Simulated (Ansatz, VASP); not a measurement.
One calculation of BN, two programs

```
B N
1.0
     2.56814    0.00000    0.00000
    -1.28407    2.22408    0.00000
     0.00000    0.00000    4.24582
B N
2 2
Cartesian
  1.2841 0.7414 0.0006
  0.0000 1.4827 2.1235
  1.2841 0.7414 1.5916
  0.0000 1.4827 3.7145
```

Alike in both runs: functional RPBE; k mesh 12 × 12 × 4; no spin polarisation.

Ansatz relaxed the structure, and its values are those at the end. VASP's run is a single point on that final structure, the one shown.

|  | VASP | Ansatz |
| --- | --- | --- |
| version | VASP 6.6.1 | Ansatz 0.2.0 |
| potentials or method | VASP PAW PBE potentials, release 64 (B, N) | plane waves, PAW |
| plane-wave cutoff (eV) | 520 | 420 |
| occupations | gaussian, width 0.01 eV | fixed |
| valence electrons in the cell | 16 | 16 |

|  | VASP | Ansatz | Ansatz less VASP |
| --- | --- | --- | --- |
| pressure (GPa) | 0.2 | 0.0 | -0.16 |

VASP's potentials were made for PBE, not for RPBE.
